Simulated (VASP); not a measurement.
# ScAl (Pm-3m) in VASP: further runs

ScAl is run at these levels: LDA; tasks: single point, relaxation of cell and atoms.

Program: VASP 6.6.1. These are calculated values, not measurements. Logs are shortened: lines on timing, memory, paths and dates and some standing lists are left out, and cuts for length are marked.

### 1 The cell of the first run

Symmetry: Pm-3m, No. 221, cubic system. The conventional cell has a = 3.332 Å, b = 3.332 Å, c = 3.332 Å, α = 90.00°, β = 90.00°, γ = 90.00°. Within 3.8 Å of Sc (site symmetry m-3m) lie 8 Al at 2.89 Å and 6 Sc at 3.33 Å. Al (site symmetry m-3m) has 8 Sc at 2.89 Å and 6 Al at 3.33 Å within 3.8 Å.

### 2 Single point, LDA (volume scaled by 1.02)

File INCAR:

```
PREC     = Accurate       # precision mode
ENCUT    = 520            # plane-wave cutoff, eV
EDIFF    = 1E-7           # SCF threshold, eV
ISMEAR   = -1             # smearing method
SIGMA    = 0.15           # smearing width, eV
LREAL    = False          # projectors in reciprocal space
LASPH    = True           # aspherical terms in the spheres
NELM     = 60             # most SCF steps
ALGO     = Fast           # electronic algorithm
ISIF     = 2              # what is computed and relaxed
LWAVE    = False          # write WAVECAR
LCHARG   = False          # write CHGCAR
NBANDS   = 14             # bands
```

File KPOINTS:

```
Automatic mesh
0
Gamma
  12 12 12
```

File POSCAR:

```
ScAl
1.0
    3.3323022257      0.0000000000      0.0000000000
    0.0000000000      3.3323022257      0.0000000000
    0.0000000000      0.0000000000      3.3323022257
Sc Al
1 1
Direct
    0.5000000000      0.5000000000      0.5000000000
    0.0000000000      0.0000000000      0.0000000000
```

Potentials or basis: VASP PAW LDA potentials, release 64 (Sc_sv, Al).

Run with:

```bash
cat potpaw_LDA.64/Sc_sv/POTCAR potpaw_LDA.64/Al/POTCAR > POTCAR
mpirun -np 1 vasp_std > vasp.out
```

OUTCAR:

```text
PREC = Accurate
   ENCUT = 520
   EDIFF = 1E-7
   ISMEAR = -1
   LREAL = False
   LASPH = True
   NELM = 60
   ISIF = 2

 ion  position               nearest neighbor table
   1  0.500  0.500  0.500-   2 2.89   2 2.89   2 2.89   2 2.89   2 2.89   2 2.89   2 2.89   2 2.89

   2  0.000  0.000  0.000-   1 2.89   1 2.89   1 2.89   1 2.89   1 2.89   1 2.89   1 2.89   1 2.89

  LATTYP: Found a simple cubic cell.
 ALAT       =     3.3323022257

  Lattice vectors:

 A1 = (   3.3323022257,   0.0000000000,   0.0000000000)
 A2 = (   0.0000000000,   3.3323022257,   0.0000000000)
 A3 = (   0.0000000000,   0.0000000000,   3.3323022257)

Analysis of symmetry for initial positions (statically):
=====================================================================
 Subroutine PRICEL returns:
 Original cell was already a primitive cell.

 Routine SETGRP: Setting up the symmetry group for a
 simple cubic supercell.

 Subroutine GETGRP returns: Found 48 space group operations
 (whereof 48 operations were pure point group operations)
 out of a pool of 48 trial point group operations.

The static configuration has the point symmetry O_h .

Analysis of symmetry for dynamics (positions and initial velocities):
=====================================================================
 Subroutine PRICEL returns:
 Original cell was already a primitive cell.

 Routine SETGRP: Setting up the symmetry group for a
 simple cubic supercell.

 Subroutine GETGRP returns: Found 48 space group operations
 (whereof 48 operations were pure point group operations)
 out of a pool of 48 trial point group operations.

The dynamic configuration has the point symmetry O_h .

 Subroutine INISYM returns: Found 48 space group operations
 (whereof 48 operations are pure point group operations),
 and found     1 'primitive' translations

----------------------------------------------------------------------------------------

                                     Primitive cell

  volume of cell :      37.0027

  direct lattice vectors                    reciprocal lattice vectors
     3.332302226  0.000000000  0.000000000     0.300092828  0.000000000  0.000000000
     0.000000000  3.332302226  0.000000000     0.000000000  0.300092828  0.000000000
     0.000000000  0.000000000  3.332302226     0.000000000  0.000000000  0.300092828

  length of vectors
     3.332302226  3.332302226  3.332302226     0.300092828  0.300092828  0.300092828

  position of ions in fractional coordinates (direct lattice)
     0.500000000  0.500000000  0.500000000
     0.000000000  0.000000000  0.000000000

  ion indices of the primitive-cell ions
   primitive index   ion index
                 1           1
                 2           2

----------------------------------------------------------------------------------------

 KPOINTS: Automatic mesh

Automatic generation of k-mesh.
 Grid dimensions read from file:
 generate k-points for:   12   12   12

 Generating k-lattice:

  Cartesian coordinates                     Fractional coordinates (reciprocal lattice)
     0.025007736  0.000000000  0.000000000     0.083333333  0.000000000  0.000000000
     0.000000000  0.025007736  0.000000000     0.000000000  0.083333333  0.000000000
     0.000000000  0.000000000  0.025007736     0.000000000  0.000000000  0.083333333

  Length of vectors
     0.025007736  0.025007736  0.025007736

  Shift w.r.t. Gamma in fractional coordinates (k-lattice)
     0.000000000  0.000000000  0.000000000

 Subroutine IBZKPT returns following result:
 ===========================================

 Found     84 irreducible k-points:

 Following reciprocal coordinates:
            Coordinates               Weight
  0.000000  0.000000  0.000000      1.000000
  0.083333  0.000000  0.000000      6.000000
  0.166667  0.000000  0.000000      6.000000
  0.250000  0.000000  0.000000      6.000000
  0.333333  0.000000  0.000000      6.000000
  0.416667  0.000000  0.000000      6.000000
[... 16 lines left out ...]
  0.333333  0.333333  0.000000     12.000000
  0.416667  0.333333  0.000000     24.000000
 [... further k-points ...]
   k-points           NKPTS =     84   k-points in BZ     NKDIM =     84   number of bands    NBANDS=     14
   number of dos      NEDOS =    301   number of ions     NIONS =      2
   total plane-waves  NPLWV =  21952
   dimension x,y,z NGX =    28 NGY =   28 NGZ =   28
   dimension x,y,z NGXF=    56 NGYF=   56 NGZF=   56
   ions per type =               1   1
   NGX,Y,Z   is equivalent  to a cutoff of  13.97, 13.97, 13.97 a.u.
   NGXF,Y,Z  is equivalent  to a cutoff of  27.94, 27.94, 27.94 a.u.
 SYSTEM =  unknown system
   PREC   = accura    normal or accurate (medium, high low for compatibility)
   ISTART =      0    job   : 0-new  1-cont  2-samecut
   ICHARG =      2    charge: 1-file 2-atom 10-const
   ISPIN  =      1    spin polarized calculation?
   LNONCOLLINEAR =      F non collinear calculations
   LSORBIT =      F    spin-orbit coupling
   LASPH  =      T    aspherical Exc in radial PAW
   ENCUT  =  520.0 eV  38.22 Ry    6.18 a.u.   6.20  6.20  6.20*2*pi/ulx,y,z
   NELM   =     60;   NELMIN=  2; NELMDL= -5     # of ELM steps
   EDIFF  = 0.1E-06   stopping-criterion for ELM
   LREAL  =      F    real-space projection
   EDIFFG = 0.1E-05   stopping-criterion for IOM
   NSW    =      0    number of steps for IOM
   IBRION =     -1    ionic relax: 0-MD 1-quasi-New 2-CG
   NFREE  =      0    steps in history (QN), initial steepest desc. (CG)
   ISIF   =      2    stress and relaxation
   ISYM   =      2    0-nonsym 1-usesym 2-fastsym
   POTIM  = 0.5000    time-step for ionic-motion
   TEBEG  =    0.0;   TEEND  =   0.0 temperature during run
   PSTRESS=    0.0 pullay stress
   NELECT =      14.0000    total number of electrons
   NUPDOWN=      -1.0000    fix difference up-down
   EMIN   =  10.00;   EMAX   =-10.00  energy-range for DOS
   EFERMI =   0.00;   METHOD = LEGACY
   ISMEAR =    -1;   SIGMA  =   0.15  broadening in eV -4-tet -1-fermi 0-gaus
   EFERMI_NEDOS =   21; number of points for ismear=-14 and -15
   IALGO  =     68    algorithm
   IMIX   =      4    mixing-type and parameters
     AMIX     =   0.40;   BMIX     =  1.00
     AMIX_MAG =   1.60;   BMIX_MAG =  1.00
  volume/ion in A,a.u.               =      18.50       124.85
  Fermi-wavevector in a.u.,A,eV,Ry     =   1.184058  2.237546 19.075291  1.401994
  Thomas-Fermi vector in A             =   2.320280
   LORBIT       =      0    0 simple, 1 ext, 2 COOP (PROOUT), +10 PAW based schemes
   GGA     = CA    functional components
   LHFCALC =     F    Hartree Fock is set to
   AEXX    =    0.0000 exact exchange contribution
   IVDW    =     0    specifies the selected vdW correction
   LEPSILON=     F    determine dielectric tensor
   LRPA    =     F    only Hartree local field effects (RPA)
 non-spin polarized calculation
 RMM-DIIS sequential band-by-band and
  energy-cutoff  :      520.00
  volume of cell :       37.00
 maximum number of plane-waves:      1021
 NGX is ok and might be reduce to    28
   NGX = 13   NGY = 13   NGZ = 13

 number of electron      14.0000002 magnetization

 Free energy of the ion-electron system (eV)
  ---------------------------------------------------
  ext. energy  EPLUGINS =         0.00000000
  ---------------------------------------------------
  free energy    TOTEN  =       -11.91894880 eV

  energy without entropy =      -11.84348683  energy(sigma->0) =      -11.88121782

 E-fermi :   6.0700     XC(G=0): -10.6730

 val. band max:        6.0405799560   @ k =   0.3333   0.0000   0.0000
 cond. band min:       6.0742929792   @ k =   0.5000   0.4167   0.1667
 fundamental gap:      0.0337130232
 Fermi energy:         6.0699525221

 k-point     1 :       0.0000    0.0000    0.0000
  band No.  band energies     occupation
      1     -42.6413      2.00000
      2     -21.5676      2.00000
      3     -21.5676      2.00000
      4     -21.5676      2.00000
      5      -2.4437      2.00000
      6       5.3698      1.98138
      7       5.3698      1.98138
      8       8.8550      0.00000
      9       8.8550      0.00000
     10       8.8550      0.00000
     11       9.9788      0.00000
     12       9.9788      0.00000
     13       9.9788      0.00000
     14      14.9538      0.00000

 k-point     2 :       0.0833    0.0000    0.0000
  band No.  band energies     occupation
      1     -42.6400      2.00000
      2     -21.5819      2.00000
      3     -21.5663      2.00000
      4     -21.5663      2.00000
      5      -2.3411      2.00000
      6       5.2790      1.98980
      7       5.4215      1.97382
      8       8.5286      0.00000
      9       8.5286      0.00000
     10       8.8706      0.00000
     11       9.6867      0.00000
     12      10.3722      0.00000
     13      10.3722      0.00000
     14      14.7669      0.00000

 k-point     3 :       0.1667    0.0000    0.0000
  band No.  band energies     occupation
      1     -42.6367      2.00000
      2     -21.6210      2.00000
      3     -21.5628      2.00000
      4     -21.5628      2.00000
      5      -2.0379      2.00000
      6       4.9166      1.99908
      7       5.5696      1.93128
      8       8.0025      0.00001
      9       8.0025      0.00001
     10       8.9136      0.00000
     11       9.2570      0.00000
     12      11.1054      0.00000
     13      11.1054      0.00000
     14      14.2643      0.00000

 k-point     4 :       0.2500    0.0000    0.0000
  band No.  band energies     occupation
      1     -42.6321      2.00000
      2     -21.6740      2.00000
      3     -21.5580      2.00000
      4     -21.5580      2.00000
      5      -1.5476      2.00000
      6       4.1820      1.99999
      7       5.7909      1.73070
      8       7.5299      0.00012
      9       7.5299      0.00012
     10       8.9735      0.00000
     11       9.1911      0.00000
     12      11.9430      0.00000
     13      11.9430      0.00000
     14      13.5936      0.00000

 k-point     5 :       0.3333    0.0000    0.0000
  band No.  band energies     occupation
      1     -42.6275      2.00000
      2     -21.7263      2.00000
      3     -21.5533      2.00000
      4     -21.5533      2.00000
      5      -0.8932      2.00000
      6       3.1944      2.00000
      7       6.0406      1.09760
      8       7.1680      0.00132
      9       7.1680      0.00132
     10       9.0348      0.00000
     11       9.4780      0.00000
[... 276 lines left out ...]
 k-point    22 :       0.5000    0.2500    0.0000
  band No.  band energies     occupation
      1     -42.6141      2.00000
      2     -21.7620      2.00000
      3     -21.6480      2.00000
      4     -21.5392      2.00000
      5       0.7960      2.00000
      6       2.4483      2.00000
      7       5.5171      1.95108
      8       6.4372      0.15912
      9       7.2071      0.00102
     10       8.2513      0.00000
     11       9.9285      0.00000
     12      11.9572      0.00000
     13      12.2366      0.00000
     14      14.1447      0.00000

 k-point    23 :       0.3333    0.3333    0.0000
  band No.  band energies     occupation
      1     -42.6142      2.00000
      2     -21.7073      2.00000
      3     -21.7016      2.00000
      4     -21.5393      2.00000
      5       0.2949      2.00000
      6       3.8792      2.00000
      7       4.5323      1.99993
      8       6.6433      0.04281
      9       7.5221      0.00012
     10       7.9140      0.00001
     11       9.7824      0.00000
     12      10.9073      0.00000
     13      12.7810      0.00000
     14      13.7235      0.00000

 k-point    24 :       0.4167    0.3333    0.0000
  band No.  band energies     occupation
      1     -42.6109      2.00000
      2     -21.7408      2.00000
      3     -21.6990      2.00000
      4     -21.5358      2.00000
      5       0.7802      2.00000
      6       3.3937      2.00000
      7       4.7351      1.99973
      8       6.3756      0.23067
      9       7.4568      0.00019
     10       7.8945      0.00001
     11       9.8363      0.00000
     12      11.1696      0.00000
     13      12.1561      0.00000
     14      13.6734      0.00000

 [... further k-points ...]

------------------------ aborting loop because EDIFF is reached ----------------------------------------

  FORCE on cell =-STRESS in cart. coord.  units (eV):
  Direction    XX          YY          ZZ          XY          YZ          ZX
  --------------------------------------------------------------------------------------
  -------------------------------------------------------------------------------------
  Total       -0.3306394     -0.3306394     -0.3306394     -0.0000000     -0.0000000      0.0000000
  in kB      -14.3163409    -14.3163409    -14.3163409     -0.0000000     -0.0000000      0.0000000
  external PRESSURE =     -14.3163409 kB  Pullay stress =       0.0000000 kB

 VOLUME and BASIS-vectors are now :
 -----------------------------------------------------------------------------
  energy-cutoff  :      520.00
  volume of cell :       37.00
      direct lattice vectors                 reciprocal lattice vectors
     3.332302226  0.000000000  0.000000000     0.300092828  0.000000000  0.000000000
     0.000000000  3.332302226  0.000000000     0.000000000  0.300092828  0.000000000
     0.000000000  0.000000000  3.332302226     0.000000000  0.000000000  0.300092828

 POSITION                                       TOTAL-FORCE (eV/Angst)
 -----------------------------------------------------------------------------------
      1.66615      1.66615      1.66615         0.000000      0.000000      0.000000
      0.00000      0.00000      0.00000         0.000000      0.000000      0.000000
 -----------------------------------------------------------------------------------
    total drift:                                0.000000      0.000000      0.000000

  FREE ENERGIE OF THE ION-ELECTRON SYSTEM (eV)
  ---------------------------------------------------
  free  energy   TOTEN  =       -11.9189487969 eV

  energy  without entropy=      -11.8434868345  energy(sigma->0) =      -11.88121782
```

Run time: 73 s. Hardware: 1 thread of AMD EPYC 7R43 (Zen 3), shared host; peak memory 0.13 GiB.

Results:

```
Free energy            : -11.9189 eV
Pressure               : -1.4 GPa
Band gap on the k mesh : zero (band 7 reaches 6.41 eV, above the bottom of band 8 at 5.26 eV)
```

Caveat: the cell differs from its parent crystal (volume scaled by 1.02).

### 3 Relaxation of cell and atoms, LDA

This run uses another cell than the first one, of 18.09 Å³/atom, 0.978 times its volume.

File INCAR:

```
SYSTEM = ScAl
PREC = Accurate ; ENCUT = 600
EDIFF = 1E-7 ; ISMEAR = -1
SIGMA = 0.15 ; LREAL = .FALSE.
LASPH = .TRUE. ; NELM = 60
ALGO = Normal ; ISIF = 3
LWAVE = .FALSE. ; LCHARG = .FALSE.
IBRION = 2 ; NSW = 80
EDIFFG = -0.001
```

File KPOINTS:

```
regular mesh
0
G
  12 12 12
  0 0 0
```

File POSCAR:

```
ScAl
1.0
    3.3076961103      0.0000000000      0.0000000000
    0.0000000000      3.3076961103      0.0000000000
    0.0000000000      0.0000000000      3.3076961103
Sc Al
1 1
Direct
    0.5000000000      0.5000000000      0.5000000000
    0.0000000000      0.0000000000      0.0000000000
```

Potentials or basis: VASP PAW LDA potentials, release 64 (Sc_sv, Al).

Run with:

```bash
cat potpaw_LDA.64/Sc_sv/POTCAR potpaw_LDA.64/Al/POTCAR > POTCAR
mpirun -np 1 vasp_std > vasp.out
```

It took 81 s on 1 thread of AMD EPYC 7R43 (Zen 3), shared host; peak memory 0.15 GiB.

The run converged. Its results:

```yaml
Free_energy: -11.9218 eV
Relaxed_volume: 18.19 Å³/atom
Relaxed_cell: a = 3.313 Å, b = 3.313 Å, c = 3.313 Å, α = 90.00°, β = 90.00°, γ = 90.00°
Space_group_after_relaxing_to_0.05_Å: Pm-3m (No. 221)
Energy_gained_by_relaxing: 0.1 meV/atom
Ionic_steps: 3
Pressure_after_relaxing: 0.0 GPa
Band_gap_on_the_k_mesh: zero (band 7 reaches 6.54 eV, above the bottom of band 8 at 5.39 eV)
```

Step by step:
```tsv
step	energy change (eV)	largest force (eV/Å)	pressure (GPa)	volume (Å³)
1	0.0000	0.0000	0.44	36.19
2	-0.0002	0.0000	-0.18	36.45
3	-0.0002	0.0000	0.00	36.37
```

Final structure:
```cif
data_structure
_symmetry_space_group_name_H-M 'P 1'
_symmetry_Int_Tables_number 1
_cell_length_a 3.3132
_cell_length_b 3.3132
_cell_length_c 3.3132
_cell_angle_alpha 90.000
_cell_angle_beta 90.000
_cell_angle_gamma 90.000
_cell_volume 36.37
loop_
_atom_site_label
_atom_site_type_symbol
_atom_site_fract_x
_atom_site_fract_y
_atom_site_fract_z
_atom_site_occupancy
Sc1 Sc 0.50000 0.50000 0.50000 1
Al1 Al 0.00000 0.00000 0.00000 1
```

Levels at points of the mesh, in eV from the Fermi level:
| k point | band 4 | band 5 | band 6 | band 7 | band 8 | band 9 | band 10 | band 11 |
| --- | --- | --- | --- | --- | --- | --- | --- | --- |
| (0.00, 0.00, 0.00) | -27.59 | -8.58 | -0.73 | -0.73 | 2.84 | 2.84 | 2.84 | 3.99 |
| (0.50, 0.00, 0.00) | -27.57 | -5.65 | -4.59 | 0.25 | 0.81 | 0.81 | 3.09 | 4.04 |
| (0.50, 0.50, 0.00) | -27.55 | -4.79 | -1.75 | -1.75 | -0.82 | 1.58 | 1.58 | 3.91 |
| (0.50, 0.50, 0.50) | -27.75 | -2.64 | -2.64 | -2.64 | -0.26 | 3.17 | 3.17 | 3.17 |
